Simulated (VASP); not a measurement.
Here is a VASP 6.6.1 calculation.

INCAR

```
PREC     = Accurate       # precision mode
ENCUT    = 520            # plane-wave cutoff, eV
EDIFF    = 1E-7           # SCF threshold, eV
ISMEAR   = -1             # smearing method
SIGMA    = 0.1            # smearing width, eV
LREAL    = F              # projectors in reciprocal space
LASPH    = T              # aspherical terms in the spheres
NELM     = 80             # most SCF steps
ALGO     = Normal         # electronic algorithm
ISIF     = 2              # what is computed and relaxed
LWAVE    = F              # write WAVECAR
LCHARG   = F              # write CHGCAR
GGA      = RP             # functional
NBANDS   = 11             # bands
```

File KPOINTS:

```
regular mesh
0
Gamma
  14 14 14
```

POSCAR

```
Ba
1.0
   -2.6425414283      2.6425414283      2.6425414283
    2.6425414283     -2.6425414283      2.6425414283
    2.6425414283      2.6425414283     -2.6425414283
Ba
1
Direct
    0.0000000000      0.0000000000      0.0000000000
```

Potentials or basis: VASP PAW PBE potentials, release 64 (Ba_sv).

Run with:

```sh
$ cat potpaw_PBE.64/Ba_sv/POTCAR > POTCAR
$ mpirun -np 1 vasp_std > vasp.out
```

**Question.** Predict the band gap on the k mesh.

**Answer.** Zero (bands 5 and 6 overlap by 0.67 eV).

**Question.** Predict the pressure.

**Answer.** -0.5 GPa.

Caveat: the PAW data sets were made with another functional, which shifts forces and pressure a little; spin-orbit coupling is left out, which moves the levels of the heavy elements.
